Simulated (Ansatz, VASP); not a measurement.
LiF in VASP and in Ansatz

INCAR

```
ALGO = Normal ; EDIFF = 1E-7
ENCUT = 520 ; GGA = PE
ISIF = 2 ; ISMEAR = 0
LASPH = T ; LCHARG = F
LREAL = F ; LWAVE = F
NBANDS = 12 ; NELM = 80
PREC = Accurate ; SIGMA = 0.05
```

KPOINTS

```
k-points
0
Gamma
  10 10 10
```

The input POSCAR:

```
LiF
1.0
    2.4571516800      0.0000000000      0.0000000000
    0.0000000000      2.4571516800      0.0000000000
    0.0000000000      0.0000000000      2.3547703600
Li F
1 1
Direct
    0.0000000000      0.0000000000      0.0000000000
    0.5000000000      0.5000000000      0.5000000000
```

Input for Ansatz:

```yaml
crystal:
  lattice:
    - [2.45715168, 0.0, 0.0]
    - [0.0, 2.45715168, 0.0]
    - [0.0, 0.0, 2.35477036]
  atoms:
    - { symbol: Li, position: [0.0, 0.0, 0.0] }
    - { symbol: F, position: [0.5, 0.5, 0.5] }
basis:
  ecutwfc: 420
kpoints:
  mp_grid: { grid: [10, 10, 10] }
hamiltonian:
  xc: pbe
scf:
  occupations: { method: gaussian, width: 0.05 }
output:
  forces: true
  stress: true
  eigenvalues: true
```

Change from the starting cell: strain -0.040 along x and y, -0.080 along z, atoms carried along.

Alike in both runs: task single point; functional PBE; k mesh 10 × 10 × 10; occupations gaussian, width 0.05 eV; no spin polarisation.

|  | VASP | Ansatz |
| --- | --- | --- |
| version | VASP 6.6.1 | Ansatz 0.2.0 |
| potentials or method | VASP PAW PBE potentials, release 64 (Li_sv, F), cutoff 520 eV | scalar-relativistic, plane waves, PAW |
| valence electrons in the cell | 10 | 10 |

VASP gave:

* gap on the k mesh at the Fermi level (eV): 8.74
* least direct gap on the mesh (eV): 9.46

**Question.** Estimate Ansatz's values.

**Answer.** gap on the k mesh at the Fermi level (eV): 8.73; least direct gap on the mesh (eV): 9.45.

Noted on VASP's run: the cutoff is short for stress, so the pressure is rough.
